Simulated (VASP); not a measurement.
# SnO2 (P4_2/mnm) in VASP: relaxation of the atoms with PBE

Aim: the relaxation of the atoms of SnO2 with PBE.

Program: VASP 6.6.1. These are calculated values, not measurements. Logs are shortened: lines on timing, memory, paths and dates and some standing lists are left out, and cuts for length are marked.

### 1 The cell of the first run

The structure is tetragonal, space group P4_2/mnm (No. 136). The conventional cell has a = 4.738 Å, b = 4.738 Å, c = 3.187 Å, α = 90.00°, β = 90.00°, γ = 90.00°. Within 2.7 Å of Sn (site symmetry mmm) lie 6 O at 2.05 Å. Within 2.7 Å of O (site symmetry m2m) lie 3 Sn at 2.05 Å and 1 O at 2.59 Å.

### 2 Relaxation of the atoms, PBE

INCAR reads:

```
PREC = Accurate ; ENCUT = 520
EDIFF = 1E-6 ; ISMEAR = 0
SIGMA = 0.05 ; LREAL = False
LASPH = True ; NELM = 80
ALGO = Normal ; ISIF = 2
LWAVE = False ; LCHARG = False
GGA = PE ; IBRION = 2
NSW = 60 ; EDIFFG = -0.01
KPAR = 4
```

KPOINTS reads:

```
Automatic mesh
0
Gamma
  6 6 10
```

POSCAR reads:

```
SnO2
1.0
    4.7380000000      0.0000000000      0.0000000000
    0.0000000000      4.7380000000      0.0000000000
    0.0000000000      0.0000000000      3.1865000000
Sn O
2 4
Direct
    0.0000000000      0.0000000000      0.0000000000
    0.5000000000      0.5000000000      0.5000000000
    0.3065715028      0.3065715028      0.0000000000
    0.1934284972      0.8065715028      0.5000000000
    0.6934284972      0.6934284972      0.0000000000
    0.8065715028      0.1934284972      0.5000000000
```

Potentials or basis: VASP PAW PBE potentials, release 64 (Sn_d, O).

Run with:

```console
$ cat potpaw_PBE.64/Sn_d/POTCAR potpaw_PBE.64/O/POTCAR > POTCAR
$ mpirun -np 4 vasp_std > vasp.out
```

OUTCAR:

```text
PREC = Accurate
   ENCUT = 520
   EDIFF = 1E-6
   ISMEAR = 0
   LREAL = False
   LASPH = True
   NELM = 80
   ISIF = 2
   GGA = PE
   IBRION = 2
   NSW = 60
   EDIFFG = -0.01

 ion  position               nearest neighbor table
   1  0.000  0.000  0.000-   4 2.05   6 2.05   4 2.05   6 2.05   5 2.05   3 2.05   2 3.71   2 3.71
                             2 3.71   2 3.71   2 3.71   2 3.71   2 3.71   2 3.71
   2  0.500  0.500  0.500-   3 2.05   5 2.05   3 2.05   5 2.05   4 2.05   6 2.05   1 3.71   1 3.71
                             1 3.71   1 3.71   1 3.71   1 3.71   1 3.71   1 3.71
   3  0.307  0.307  0.000-   2 2.05   2 2.05   1 2.05
   4  0.193  0.807  0.500-   1 2.05   1 2.05   2 2.05
   5  0.693  0.693  0.000-   2 2.05   2 2.05   1 2.05
   6  0.807  0.193  0.500-   1 2.05   1 2.05   2 2.05

  LATTYP: Found a simple tetragonal cell.
 ALAT       =     4.7380000000
 C/A-ratio  =     0.6725411566

  Lattice vectors:

 A1 = (   4.7380000000,   0.0000000000,   0.0000000000)
 A2 = (   0.0000000000,   4.7380000000,   0.0000000000)
 A3 = (   0.0000000000,   0.0000000000,   3.1865000000)

Analysis of symmetry for initial positions (statically):
=====================================================================
 Subroutine PRICEL returns:
 Original cell was already a primitive cell.

 Routine SETGRP: Setting up the symmetry group for a
 simple tetragonal supercell.

 Subroutine GETGRP returns: Found 16 space group operations
 (whereof  8 operations were pure point group operations)
 out of a pool of 16 trial point group operations.

The static configuration has the point symmetry D_2h.
 The point group associated with its full space group is D_4h.

Analysis of symmetry for dynamics (positions and initial velocities):
=====================================================================
 Subroutine PRICEL returns:
 Original cell was already a primitive cell.

 Routine SETGRP: Setting up the symmetry group for a
 simple tetragonal supercell.

 Subroutine GETGRP returns: Found 16 space group operations
 (whereof  8 operations were pure point group operations)
 out of a pool of 16 trial point group operations.

The dynamic configuration has the point symmetry D_2h.
 The point group associated with its full space group is D_4h.

 Subroutine INISYM returns: Found 16 space group operations
 (whereof  8 operations are pure point group operations),
 and found     1 'primitive' translations

----------------------------------------------------------------------------------------

                                     Primitive cell

  volume of cell :      71.5326

  direct lattice vectors                    reciprocal lattice vectors
     4.738000000  0.000000000  0.000000000     0.211059519  0.000000000  0.000000000
     0.000000000  4.738000000  0.000000000     0.000000000  0.211059519  0.000000000
     0.000000000  0.000000000  3.186500000     0.000000000  0.000000000  0.313823945

  length of vectors
     4.738000000  4.738000000  3.186500000     0.211059519  0.211059519  0.313823945

  position of ions in fractional coordinates (direct lattice)
     0.000000000  0.000000000  0.000000000
     0.500000000  0.500000000  0.500000000
     0.306571503  0.306571503  0.000000000
     0.193428497  0.806571503  0.500000000
     0.693428497  0.693428497  0.000000000
     0.806571503  0.193428497  0.500000000

  ion indices of the primitive-cell ions
   primitive index   ion index
                 1           1
                 2           2
                 3           3
                 4           4
                 5           5
                 6           6

----------------------------------------------------------------------------------------

 KPOINTS: Automatic mesh

Automatic generation of k-mesh.
 Grid dimensions read from file:
 generate k-points for:    6    6   10

 Generating k-lattice:

  Cartesian coordinates                     Fractional coordinates (reciprocal lattice)
     0.035176586  0.000000000  0.000000000     0.166666667  0.000000000  0.000000000
     0.000000000  0.035176586  0.000000000     0.000000000  0.166666667  0.000000000
     0.000000000  0.000000000  0.031382394     0.000000000  0.000000000  0.100000000

  Length of vectors
     0.035176586  0.035176586  0.031382394

  Shift w.r.t. Gamma in fractional coordinates (k-lattice)
     0.000000000  0.000000000  0.000000000

 Subroutine IBZKPT returns following result:
 ===========================================

 Found     60 irreducible k-points:

 Following reciprocal coordinates:
            Coordinates               Weight
  0.000000  0.000000  0.000000      1.000000
  0.166667  0.000000  0.000000      4.000000
  0.333333  0.000000  0.000000      4.000000
  0.500000  0.000000  0.000000      2.000000
  0.166667  0.166667  0.000000      4.000000
  0.333333  0.166667  0.000000      8.000000
[... 16 lines left out ...]
  0.333333  0.000000  0.200000      8.000000
  0.500000  0.000000  0.200000      4.000000
 [... further k-points ...]
   k-points           NKPTS =     60   k-points in BZ     NKDIM =     60   number of bands    NBANDS=     31
   number of dos      NEDOS =    301   number of ions     NIONS =      6
   total plane-waves  NPLWV =  31104
   dimension x,y,z NGX =    36 NGY =   36 NGZ =   24
   dimension x,y,z NGXF=    72 NGYF=   72 NGZF=   48
   ions per type =               2   4
   NGX,Y,Z   is equivalent  to a cutoff of  12.63, 12.63, 12.52 a.u.
   NGXF,Y,Z  is equivalent  to a cutoff of  25.26, 25.26, 25.04 a.u.
 SYSTEM =  unknown system
   PREC   = accura    normal or accurate (medium, high low for compatibility)
   ISTART =      0    job   : 0-new  1-cont  2-samecut
   ICHARG =      2    charge: 1-file 2-atom 10-const
   ISPIN  =      1    spin polarized calculation?
   LNONCOLLINEAR =      F non collinear calculations
   LSORBIT =      F    spin-orbit coupling
   LASPH  =      T    aspherical Exc in radial PAW
   ENCUT  =  520.0 eV  38.22 Ry    6.18 a.u.   8.81  8.81  5.92*2*pi/ulx,y,z
   NELM   =     80;   NELMIN=  2; NELMDL= -5     # of ELM steps
   EDIFF  = 0.1E-05   stopping-criterion for ELM
   LREAL  =      F    real-space projection
   EDIFFG = -.1E-01   stopping-criterion for IOM
   NSW    =     60    number of steps for IOM
   IBRION =      2    ionic relax: 0-MD 1-quasi-New 2-CG
   NFREE  =      1    steps in history (QN), initial steepest desc. (CG)
   ISIF   =      2    stress and relaxation
   ISYM   =      2    0-nonsym 1-usesym 2-fastsym
   POTIM  = 0.5000    time-step for ionic-motion
   TEBEG  =    0.0;   TEEND  =   0.0 temperature during run
   PSTRESS=    0.0 pullay stress
   NELECT =      52.0000    total number of electrons
   NUPDOWN=      -1.0000    fix difference up-down
   EMIN   =  10.00;   EMAX   =-10.00  energy-range for DOS
   EFERMI =   0.00;   METHOD = LEGACY
   ISMEAR =     0;   SIGMA  =   0.05  broadening in eV -4-tet -1-fermi 0-gaus
   EFERMI_NEDOS =   21; number of points for ismear=-14 and -15
   IALGO  =     38    algorithm
   IMIX   =      4    mixing-type and parameters
     AMIX     =   0.40;   BMIX     =  1.00
     AMIX_MAG =   1.60;   BMIX_MAG =  1.00
  volume/ion in A,a.u.               =      11.92        80.45
  Fermi-wavevector in a.u.,A,eV,Ry     =   1.472000  2.781677 29.480903  2.166785
  Thomas-Fermi vector in A             =   2.587068
   LORBIT       =      0    0 simple, 1 ext, 2 COOP (PROOUT), +10 PAW based schemes
   GGA     = PE    functional components
   LHFCALC =     F    Hartree Fock is set to
   AEXX    =    0.0000 exact exchange contribution
   IVDW    =     0    specifies the selected vdW correction
   LEPSILON=     F    determine dielectric tensor
   LRPA    =     F    only Hartree local field effects (RPA)
 conjugate gradient relaxation of ions
 non-spin polarized calculation
 Gauss-broadening in eV      SIGMA  =   0.05
  energy-cutoff  :      520.00
  volume of cell :       71.53
 maximum number of plane-waves:      1992
 NGX is ok and might be reduce to    36
   NGX = 17   NGY = 17   NGZ = 11

--------------------------------------- Ionic step        1  -------------------------------------------

 number of electron      51.9999992 magnetization

 Free energy of the ion-electron system (eV)
  ---------------------------------------------------
  ext. energy  EPLUGINS =         0.00000000
  ---------------------------------------------------
  free energy    TOTEN  =       -37.16306004 eV

  energy without entropy =      -37.16306004  energy(sigma->0) =      -37.16306004

------------------------ aborting loop because EDIFF is reached ----------------------------------------

  FORCE on cell =-STRESS in cart. coord.  units (eV):
  Direction    XX          YY          ZZ          XY          YZ          ZX
  --------------------------------------------------------------------------------------
  -------------------------------------------------------------------------------------
  Total        4.7605084      4.7605084      6.1262740     -0.0000000      0.0000000      0.0000000
  in kB      106.6252050    106.6252050    137.2154349     -0.0000000      0.0000000      0.0000000
  external PRESSURE =     116.8219483 kB  Pullay stress =       0.0000000 kB
[... 65 lines left out ...]
  energy  without entropy=      -37.1664575703  energy(sigma->0) =      -37.16645757

--------------------------------------- Ionic step        3  -------------------------------------------

 number of electron      51.9999990 magnetization

 Free energy of the ion-electron system (eV)
  ---------------------------------------------------
  ext. energy  EPLUGINS =         0.00000000
  ---------------------------------------------------
  free energy    TOTEN  =       -37.16656828 eV

  energy without entropy =      -37.16656828  energy(sigma->0) =      -37.16656828

 E-fermi :   6.4311     XC(G=0): -11.2605

 val. band max:        6.1502292731   @ k =   0.0000   0.0000   0.0000
 cond. band min:       7.3832381280   @ k =   0.0000   0.0000   0.0000
 fundamental gap:      1.2330088550
 Fermi energy:         6.4311006066

 k-point     1 :       0.0000    0.0000    0.0000
  band No.  band energies     occupation
      1     -14.9687      2.00000
      2     -14.1646      2.00000
      3     -13.9128      2.00000
      4     -13.8843      2.00000
      5     -13.8843      2.00000
      6     -13.8245      2.00000
[... 805 lines left out ...]
     30      14.5283      0.00000
     31      15.9596      0.00000

 [... further k-points ...]

------------------------ aborting loop because EDIFF is reached ----------------------------------------

  FORCE on cell =-STRESS in cart. coord.  units (eV):
  Direction    XX          YY          ZZ          XY          YZ          ZX
  --------------------------------------------------------------------------------------
  -------------------------------------------------------------------------------------
  Total        4.7200126      4.7200126      5.8305651      0.0000000      0.0000000      0.0000000
  in kB      105.7181858    105.7181858    130.5921878      0.0000000      0.0000000      0.0000000
  external PRESSURE =     114.0095198 kB  Pullay stress =       0.0000000 kB
[... 21 lines left out ...]
  FREE ENERGIE OF THE ION-ELECTRON SYSTEM (eV)
  ---------------------------------------------------
  free  energy   TOTEN  =       -37.1665682753 eV

  energy  without entropy=      -37.1665682753  energy(sigma->0) =      -37.16656828

 reached required accuracy - stopping structural energy minimisation
```

It took 80 s on 4 MPI ranks of Oxide Virtual Turin-like, shared host; peak memory 0.22 GiB.

Results:

```yaml
Free_energy: -37.1666 eV
Energy_gained_by_relaxing: 0.6 meV/atom
Ionic_steps: 3
Pressure_after_relaxing: 11.4 GPa
Band_gap_on_the_k_mesh: 1.23 eV
```

Stress tensor (GPa, compression positive):
```
10.57  0.00  0.00
 0.00 10.57  0.00
 0.00  0.00 13.06
```

Step by step:
```csv
step,energy change (eV),largest force (eV/Å),pressure (GPa)
1,0.0000,0.2073,11.68
2,-0.0034,0.0368,11.35
3,-0.0035,0.0001,11.40
```

Final structure:
```
CELL_PARAMETERS angstrom
4.73800 0.00000 0.00000
0.00000 4.73800 0.00000
0.00000 0.00000 3.18650
ATOMIC_POSITIONS crystal
Sn 0.00000 0.00000 0.00000
Sn 0.50000 0.50000 0.50000
O 0.30530 0.30530 0.00000
O 0.19470 0.80530 0.50000
O 0.69470 0.69470 0.00000
O 0.80530 0.19470 0.50000
```

Caveat: spin-orbit coupling is left out, which moves the levels of the heavy elements.
